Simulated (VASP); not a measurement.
Wanted: the native input for a VASP 6.6.1 run.

```
Task                   : single point
Functional             : LDA
Potentials or basis    : VASP PAW LDA potentials, release 64 (Mn_pv, Ni)
Cutoff                 : 520 eV
k mesh                 : 12 × 12 × 12
Occupations            : gaussian, width 0.05 eV
Spin                   : collinear spin, ferromagnetic start
Starting moments       : [2.91, 0.48, 0.48, 0.48] μB
Dipole correction      : no
Further INCAR settings : ALGO = Normal; EDIFF = 1e-06; NBANDS = 34
```

The structure of MnNi3 lies in POSCAR:

```
MnNi3
1.0
    3.4095911737      0.0000000000      0.0000000000
    0.0000000000      3.4095911737      0.0000000000
    0.0000000000      0.0000000000      3.4095911737
Mn Ni
1 3
Direct
    0.0000000000      0.0000000000      0.0000000000
    0.0000000000      0.5000000000      0.5000000000
    0.5000000000      0.0000000000      0.5000000000
    0.5000000000      0.5000000000      0.0000000000
```

This cell differs from its parent crystal: volume scaled by 0.960.

The input as run:

INCAR

```
SYSTEM = MnNi3
PREC = Accurate ; ENCUT = 520
EDIFF = 1E-6 ; ISMEAR = 0
SIGMA = 0.05 ; LREAL = .False.
LASPH = .True. ; NELM = 150
ALGO = Normal ; ISIF = 2
LWAVE = .False. ; LCHARG = .False.
ISPIN = 2 ; MAGMOM = 2.91 0.48 0.48 0.48
LORBIT = 11 ; LMAXMIX = 4
GGA = CA ; NBANDS = 34
```

KPOINTS

```
Automatic mesh
0
Gamma
  12 12 12
  0 0 0
```

Potentials or basis: VASP PAW LDA potentials, release 64 (Mn_pv, Ni).

Command:

```bash
$ cat potpaw_LDA.64/Mn_pv/POTCAR potpaw_LDA.64/Ni/POTCAR > POTCAR
$ mpirun -np 1 vasp_std > vasp.out
```

It gave:

The pressure is 9.9 GPa and the net moment is 3.67 μB per cell. The site moments are Mn +2.59; Ni +0.34 μB. The valence electrons inside the program's atomic spheres are Mn 11.91; Ni 9.60.

It took 8.4 min on 1 thread of AMD EPYC 7R13 (shared host), peak memory 0.24 GiB.
